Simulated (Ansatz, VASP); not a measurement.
Two plane-wave programs on Au

```
CELL_PARAMETERS angstrom
0.00000 3.12051 3.12051
3.12051 0.00000 3.12051
3.12051 3.12051 0.00000
ATOMIC_POSITIONS crystal
Au 0.12500 0.12500 0.12500
Au 0.87500 0.87500 0.87500
```

Alike in both runs: task single point; functional PBE; k mesh 10 × 10 × 10; occupations fermi-dirac, width 0.1 eV; no spin polarisation.

|  | VASP | Ansatz |
| --- | --- | --- |
| version | VASP 6.6.1 | Ansatz 0.2.0 |
| potentials or method | VASP PAW PBE potentials, release 64 (Au), cutoff 520 eV | plane waves (420 eV) with PAW, scalar-relativistic |
| valence electrons in the cell | 22 | 38 |

|  | VASP | Ansatz | Ansatz less VASP |
| --- | --- | --- | --- |
| pressure (GPa) | -1.9 | -1.9 | +0.07 |

VASP's potentials hold 22 valence electrons a cell and Ansatz's 38, so a difference there can come from the potentials and not from the codes.

Spin-orbit coupling is off throughout.
